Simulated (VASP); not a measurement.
# HC12 (a cell with a defect) in VASP: further runs, part 2 of 2

VASP 6.6.1. Earlier steps stand in the parts before.

## (3) Single point, LDA

INCAR

```
SYSTEM = HC12
PREC     = Accurate       ! precision mode
ENCUT    = 520            ! plane-wave cutoff, eV
EDIFF    = 1E-7           ! SCF threshold, eV
ISMEAR   = 0              ! smearing method
SIGMA    = 0.05           ! smearing width, eV
LREAL    = .FALSE.        ! projectors in reciprocal space
LASPH    = .TRUE.         ! aspherical terms in the spheres
NELM     = 60             ! most SCF steps
ALGO     = Normal         ! electronic algorithm
ISIF     = 2              ! what is computed and relaxed
LWAVE    = .FALSE.        ! write WAVECAR
LCHARG   = .FALSE.        ! write CHGCAR
GGA      = CA             ! functional
NBANDS   = 36             ! bands
NELECT   = 48.0
```

KPOINTS

```
regular mesh
0
G
  6 6 6
  0 0 0
```

POSCAR

```
HC12
1.0
    1.7657489870     -3.5314979740     -1.7657489870
    3.5314979740     -1.7657489870      1.7657489870
   -1.7657489870     -3.5314979740      1.7657489870
C H
12 1
Direct
    0.2500000000      1.0000000000      0.2500000000
    0.0833333333      0.3333333333      0.7500000000
    0.9166666667      0.6666666667      0.2500000000
    0.7500000000      1.0000000000      0.7500000000
    0.5833333333      0.3333333333      0.2500000000
    0.4166666667      0.6666666667      0.7500000000
    0.9583333333      0.3333333333      0.1250000000
    0.7916666667      0.6666666667      0.6250000000
    0.6250000000      1.0000000000      0.1250000000
    0.4583333333      0.3333333333      0.6250000000
    0.2916666667      0.6666666667      0.1250000000
    0.1250000000      1.0000000000      0.6250000000
    1.1388888889      0.3055555556      0.3333333333
```

Potentials or basis: VASP PAW LDA potentials, release 64 (C, H).

Run with:

```
cat potpaw_LDA.64/C/POTCAR potpaw_LDA.64/H/POTCAR > POTCAR
mpirun -np 1 vasp_std > vasp.out
```

OUTCAR:

```text
SYSTEM = HC12
   PREC = Accurate
   ENCUT = 520
   EDIFF = 1E-7
   ISMEAR = 0
   LREAL = .FALSE.
   LASPH = .TRUE.
   NELM = 60
   ISIF = 2
   GGA = CA
   NELECT = 48.0

 ion  position               nearest neighbor table
   1  0.250  0.000  0.250-  13 1.23  11 1.53   7 1.53  12 1.53   9 1.53
   2  0.083  0.333  0.750-  12 1.53   8 1.53  10 1.53   7 1.53
   3  0.917  0.667  0.250-  13 1.43   9 1.53  11 1.53   8 1.53   7 1.53
   4  0.750  0.000  0.750-   8 1.53   9 1.53  10 1.53  12 1.53
   5  0.583  0.333  0.250-   9 1.53   7 1.53  10 1.53  11 1.53
   6  0.417  0.667  0.750-   8 1.53  11 1.53  12 1.53  10 1.53
[... 1173 lines left out ...]
  energy-cutoff  :      520.00
  volume of cell :       66.06
      direct lattice vectors                 reciprocal lattice vectors
     1.765748987 -3.531497974 -1.765748987     0.047194326 -0.141582978 -0.235971630
     3.531497974 -1.765748987  1.765748987     0.188777304  0.000000000  0.188777304
    -1.765748987 -3.531497974  1.765748987    -0.141582978 -0.141582978  0.141582978

 POSITION                                       TOTAL-FORCE (eV/Angst)
 -----------------------------------------------------------------------------------
      0.00000     -1.76575      0.00000        -1.647835     -0.295554     -2.098351
     -0.00000     -3.53150      1.76575         0.029428     -0.843317     -0.004166
      3.53150     -5.29725     -0.00000         1.341226     -0.361275      1.317775
      0.00000     -5.29725      0.00000         0.158376      0.279917     -0.116543
      1.76575     -3.53150      0.00000        -0.007982     -0.901294      0.068829
      1.76575     -5.29725      1.76575         0.212216      0.126081     -0.168232
      2.64862     -4.41437     -0.88287         0.591580      2.575328      0.252629
      2.64862     -6.18012      0.88287        -0.256662     -0.467967      0.950357
      0.88287     -2.64862     -0.88287         0.452438      0.011091     -1.012539
      0.88287     -4.41437      0.88287        -0.101382     -0.325513      0.121262
      2.64862     -2.64862      0.88287         0.578792      0.445857     -0.335362
     -0.88287     -2.64862      0.88287        -1.389340     -0.747023      0.476877
      0.73573     -2.20719      0.88287         0.039144      0.503668      0.547465
 -----------------------------------------------------------------------------------
    total drift:                               -0.000022     -0.000137      0.000060

  FREE ENERGIE OF THE ION-ELECTRON SYSTEM (eV)
  ---------------------------------------------------
  free  energy   TOTEN  =      -131.6469450903 eV

  energy  without entropy=     -131.6469450903  energy(sigma->0) =     -131.64694509
```

OSZICAR:

```text
N       E                     dE             d eps       ncg     rms          rms(c)
DAV:   1     0.100018377331E+03    0.10002E+03   -0.25520E+04  8064   0.131E+03
DAV:   2    -0.127348609793E+03   -0.22737E+03   -0.21433E+03 10460   0.257E+02
DAV:   3    -0.136009402036E+03   -0.86608E+01   -0.85967E+01 10688   0.460E+01
DAV:   4    -0.136103100348E+03   -0.93698E-01   -0.93486E-01 10476   0.534E+00
DAV:   5    -0.136105020866E+03   -0.19205E-02   -0.19188E-02 10360   0.703E-01    0.143E+01
DAV:   6    -0.132868066104E+03    0.32370E+01   -0.21998E+00  9352   0.723E+00    0.827E+00
DAV:   7    -0.131651826646E+03    0.12162E+01   -0.28950E+00  9756   0.814E+00    0.187E+00
DAV:   8    -0.131647404192E+03    0.44225E-02   -0.10541E-01  9928   0.182E+00    0.396E-01
DAV:   9    -0.131647082472E+03    0.32172E-03   -0.74208E-03 10348   0.504E-01    0.924E-02
DAV:  10    -0.131646944022E+03    0.13845E-03   -0.86592E-04  9808   0.150E-01    0.250E-02
DAV:  11    -0.131646946751E+03   -0.27296E-05   -0.34379E-05 10560   0.357E-02    0.169E-02
DAV:  12    -0.131646945070E+03    0.16814E-05   -0.82607E-06  9648   0.155E-02    0.466E-03
DAV:  13    -0.131646945090E+03   -0.20675E-07   -0.78702E-07 10340   0.579E-03
   1 F= -.13164695E+03 E0= -.13164695E+03  d E =-.612915E-17
```

Run time: 5.2 min. Hardware: 1 thread of AMD EPYC 7R13, shared host; peak memory 0.25 GiB.

Results:

```yaml
Free_energy: -131.6469 eV
Largest_force: 2.684 eV/Å
```

Forces on the atoms (eV/Å):
```
C   -1.648 -0.296 -2.098
C    0.029 -0.843 -0.004
C    1.341 -0.361  1.318
C    0.158  0.280 -0.117
C   -0.008 -0.901  0.069
C    0.212  0.126 -0.168
C    0.592  2.575  0.253
C   -0.257 -0.468  0.950
C    0.452  0.011 -1.013
C   -0.101 -0.326  0.121
C    0.579  0.446 -0.335
C   -1.389 -0.747  0.477
H    0.039  0.504  0.547
```

Caveat: the cell carries a net charge on a neutralising background, which shifts energy and pressure; the cell is charged against a uniform background, so pressure and absolute levels hang on convention.

## (4) Single point, LDA

INCAR

```
SYSTEM = HC12
PREC = Accurate
ENCUT = 520
EDIFF = 1E-7
ISMEAR = 0
SIGMA = 0.05
LREAL = .False.
LASPH = .True.
NELM = 100
ALGO = Normal
ISIF = 2
LWAVE = .False.
LCHARG = .False.
NELECT = 48.0
NBANDS = 36
```

KPOINTS

```
Automatic mesh
0
Gamma
  6 6 6
  0 0 0
```

POSCAR, as its differences from that of step 3:

```diff
@@ -20,2 +20,2 @@
     0.1250000000      1.0000000000      0.6250000000
-    1.1388888889      0.3055555556      0.3333333333
+    1.0972222222      0.3055555556      0.2916666667
```

Potentials or basis: VASP PAW LDA potentials, release 64 (C, H).

Run with:

```
cat potpaw_LDA.64/C/POTCAR potpaw_LDA.64/H/POTCAR > POTCAR
mpirun -np 1 vasp_std > vasp.out
```

OUTCAR:

```text
SYSTEM = HC12
   PREC = Accurate
   ENCUT = 520
   EDIFF = 1E-7
   ISMEAR = 0
   LREAL = .False.
   LASPH = .True.
   NELM = 100
   ISIF = 2
   NELECT = 48.0

 ion  position               nearest neighbor table
   1  0.250  0.000  0.250-  13 1.16  11 1.53   7 1.53  12 1.53   9 1.53
   2  0.083  0.333  0.750-  12 1.53   8 1.53  10 1.53   7 1.53
   3  0.917  0.667  0.250-  13 1.36   9 1.53  11 1.53   8 1.53   7 1.53
   4  0.750  0.000  0.750-   8 1.53   9 1.53  10 1.53  12 1.53
   5  0.583  0.333  0.250-   9 1.53   7 1.53  10 1.53  11 1.53
   6  0.417  0.667  0.750-   8 1.53  11 1.53  12 1.53  10 1.53
   7  0.958  0.333  0.125-  13 1.04   2 1.53   5 1.53   1 1.53   3 1.53
   8  0.792  0.667  0.625-   4 1.53   3 1.53   2 1.53   6 1.53
   9  0.625  0.000  0.125-   5 1.53   3 1.53   4 1.53   1 1.53
  10  0.458  0.333  0.625-   2 1.53   4 1.53   5 1.53   6 1.53
  11  0.292  0.667  0.125-   1 1.53   3 1.53   5 1.53   6 1.53
  12  0.125  0.000  0.625-   2 1.53   1 1.53   4 1.53   6 1.53
  13  0.097  0.306  0.292-   7 1.04   1 1.16   3 1.36

[... 1150 lines left out ...]

 [... further k-points ...]

------------------------ aborting loop because EDIFF is reached ----------------------------------------

  FORCE on cell =-STRESS in cart. coord.  units (eV):
  Direction    XX          YY          ZZ          XY          YZ          ZX
  --------------------------------------------------------------------------------------
  -------------------------------------------------------------------------------------
  Total       -6.7245598     -4.9200228     -6.5589268      0.9711676      0.1259118      3.0049147
  in kB     -163.0821005   -119.3189854   -159.0652182     23.5524787      3.0535776     72.8743309
  external PRESSURE =    -147.1554347 kB  Pullay stress =       0.0000000 kB

 VOLUME and BASIS-vectors are now :
 -----------------------------------------------------------------------------
  energy-cutoff  :      520.00
  volume of cell :       66.06
      direct lattice vectors                 reciprocal lattice vectors
     1.765748987 -3.531497974 -1.765748987     0.047194326 -0.141582978 -0.235971630
     3.531497974 -1.765748987  1.765748987     0.188777304  0.000000000  0.188777304
    -1.765748987 -3.531497974  1.765748987    -0.141582978 -0.141582978  0.141582978

 POSITION                                       TOTAL-FORCE (eV/Angst)
 -----------------------------------------------------------------------------------
      0.00000     -1.76575      0.00000        -3.379632     -1.152760     -3.716334
     -0.00000     -3.53150      1.76575         0.298196     -0.554492     -0.436117
      3.53150     -5.29725     -0.00000         1.968149     -0.849144      2.095148
      0.00000     -5.29725      0.00000         0.148320      0.293299     -0.171082
      1.76575     -3.53150      0.00000        -0.334050     -0.808183      0.310562
      1.76575     -5.29725      1.76575         0.226260      0.208087     -0.169848
      2.64862     -4.41437     -0.88287         1.374516      7.788842      0.494021
      2.64862     -6.18012      0.88287        -0.339537     -0.462988      0.783485
      0.88287     -2.64862     -0.88287         0.357974      0.218357     -0.807088
      0.88287     -4.41437      0.88287        -0.119057     -0.243362      0.130168
      2.64862     -2.64862      0.88287         0.608731      0.600875     -0.243882
     -0.88287     -2.64862      0.88287        -1.089799     -0.693146      0.446025
      0.73573     -1.91289      0.88287         0.279929     -4.345386      1.284940
 -----------------------------------------------------------------------------------
    total drift:                               -0.000002      0.000004      0.000068

  FREE ENERGIE OF THE ION-ELECTRON SYSTEM (eV)
  ---------------------------------------------------
  free  energy   TOTEN  =      -131.3074218069 eV

  energy  without entropy=     -131.3074218069  energy(sigma->0) =     -131.30742181
```

It took 5.4 min on 1 thread of Intel Xeon 8259CL, shared host; peak memory 0.28 GiB.

What came out:

| Property | Result |
| --- | --- |
| Free energy | -131.3074 eV |
| Largest force | 7.925 eV/Å |

Forces on the atoms (eV/Å):
```
C   -3.380 -1.153 -3.716
C    0.298 -0.554 -0.436
C    1.968 -0.849  2.095
C    0.148  0.293 -0.171
C   -0.334 -0.808  0.311
C    0.226  0.208 -0.170
C    1.375  7.789  0.494
C   -0.340 -0.463  0.783
C    0.358  0.218 -0.807
C   -0.119 -0.243  0.130
C    0.609  0.601 -0.244
C   -1.090 -0.693  0.446
H    0.280 -4.345  1.285
```

Caveat: the cell carries a net charge on a neutralising background, which shifts energy and pressure; the cell is charged against a uniform background, so pressure and absolute levels hang on convention.

## (5) Single point, LDA

INCAR

```
SYSTEM = HC12
PREC = Accurate
ENCUT = 520
EDIFF = 1E-6
ISMEAR = 0
SIGMA = 0.05
LREAL = .FALSE.
LASPH = .TRUE.
NELM = 80
ALGO = Normal
ISIF = 2
LWAVE = .FALSE.
LCHARG = .TRUE.
GGA = CA
LELF = .TRUE.
LVHAR = .TRUE.
NELECT = 48.0
NBANDS = 36
```

KPOINTS

```
regular mesh
0
G
  6 6 6
  0 0 0
```

POSCAR, as its differences from that of step 4:

```diff
@@ -20,2 +20,2 @@
     0.1250000000      1.0000000000      0.6250000000
-    1.0972222222      0.3055555556      0.2916666667
+    1.1805555556      0.3055555556      0.3750000000
```

Run with:

```
cat potpaw_LDA.64/C/POTCAR potpaw_LDA.64/H/POTCAR > POTCAR
mpirun -np 1 vasp_std > vasp.out
```

Wall time 6.8 min (1 thread of AMD EPYC 7R13, shared host); peak memory 0.25 GiB.

The run converged. Its results:

```
Free energy   : -131.4544 eV
Largest force : 1.467 eV/Å
```

Forces on the atoms (eV/Å):
```
C   -0.460  0.429 -0.919
C   -0.169 -0.917  0.451
C    0.780  0.189  0.667
C    0.159  0.218 -0.022
C    0.418 -0.750 -0.234
C    0.162  0.019 -0.152
C    0.240  1.310  0.099
C   -0.087 -0.216  0.955
C    0.433 -0.007 -1.009
C    0.010 -0.647  0.061
C    0.534  0.313 -0.308
C   -1.380 -0.389  0.312
H   -0.642  0.449  0.099
```

Levels at points of the mesh, in eV from the Fermi level:
```
           k point  band 20  band 21  band 22  band 23  band 24  band 25  band 26  band 27  band 28  band 29
(0.00, 0.00, 0.00)    -3.18    -3.12    -0.27    -0.26    -0.23     2.98     5.24     5.29     5.36     6.23
(0.50, 0.00, 0.00)    -5.06    -4.60    -4.45    -2.44    -2.20     2.72     6.00     6.27     6.41     7.35
(0.50, 0.50, 0.00)    -5.07    -4.59    -4.49    -2.43    -2.17     2.68     5.97     6.29     6.46     7.29
(0.00, 0.50, 0.00)    -5.18    -3.14    -3.12    -1.70    -1.59     1.80     4.52     6.64     7.24     7.57
(0.00, 0.00, 0.50)    -5.40    -2.29    -2.21    -1.90    -1.86     2.83     6.86     6.99     7.09     7.32
(0.50, 0.00, 0.50)    -4.17    -3.82    -3.68    -3.11    -3.08     1.32     4.52     5.54     5.68     6.87
(0.50, 0.50, 0.50)    -4.10    -3.80    -3.70    -3.12    -3.08     1.37     4.51     5.52     5.81     6.79
(0.00, 0.50, 0.50)    -5.07    -4.55    -4.37    -4.21    -4.14     1.80     5.86     6.09     6.19     6.23
```

Caveat: the cell carries a net charge on a neutralising background, which shifts energy and pressure; the cell is charged against a uniform background, so pressure and absolute levels hang on convention.
